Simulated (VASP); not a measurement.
The system is BiW2N4.

```xyz
7
Lattice="-3.0104 3.0104 2.4596 3.0104 -3.0104 2.4596 3.0104 3.0104 -2.4596" Properties=species:S:1:pos:R:3 pbc="T T T"
Bi    0.0000    0.0000    0.0000
W     0.0000    3.0104    1.2298
W     3.0104    0.0000    1.2298
N     1.8243    1.8243    0.0000
N     1.1861   -1.1861    2.4596
N     1.1861    1.1861    2.4596
N    -1.1861    1.1861    2.4596
```

* Program: VASP 6.6.1
* Task: relaxation of cell and atoms
* Functional: PBE
* Potentials or basis: VASP PAW PBE potentials, release 64 (Bi_d, W_sv, N)
* Cutoff: 600 eV
* k mesh: 4 × 4 × 4
* Occupations: gaussian, width 0.1 eV
* Spin: no spin polarisation

At the start: pressure -11.3 GPa; volume 12.74 Å³/atom.

Problem. Where does the relaxation end?

Solution. Over 14 steps the energy falls by 368.9 meV/atom and the volume is 11.81 Å³/atom (-7.2 %); space group I4/mmm (No. 139, to 0.05 Å).

Step by step:
```csv
step,energy change (eV),largest force (eV/Å),pressure (GPa),volume (Å³)
1,0.0000,0.9076,-11.29,89.16
2,-1.6450,1.2427,11.71,77.61
3,-1.5637,1.1757,25.95,73.73
4,-1.6798,1.1538,17.87,75.85
5,-1.8898,0.5076,8.70,78.93
6,-2.1347,0.9889,10.51,77.76
7,-2.3926,0.9207,-4.66,83.18
8,-2.3936,0.9239,-3.83,82.81
9,-2.5131,0.5630,-1.19,82.25
10,-2.5599,0.2305,1.95,81.68
11,-2.5613,0.1510,2.64,81.56
12,-2.5805,0.0440,-0.62,83.07
13,-2.5811,0.0143,-0.18,82.85
14,-2.5824,0.0151,0.06,82.70
```

Final structure:
```yaml
crystal:
  lattice:
    - [-2.75744, 2.75744, 2.71905]
    - [2.75744, -2.75744, 2.71905]
    - [2.75744, 2.75744, -2.71905]
  atoms:
    - { symbol: Bi, position: [0.00000, 0.00000, 0.00000] }
    - { symbol: W, position: [0.75000, 0.25000, 0.50000] }
    - { symbol: W, position: [0.25000, 0.75000, 0.50000] }
    - { symbol: N, position: [0.27515, 0.27515, 0.55029] }
    - { symbol: N, position: [0.27515, 0.72485, 0.00000] }
    - { symbol: N, position: [0.72485, 0.72485, 0.44971] }
    - { symbol: N, position: [0.72485, 0.27515, 0.00000] }
```

Caveat: the k points lie up to 0.41 Å⁻¹ apart in the final cell.
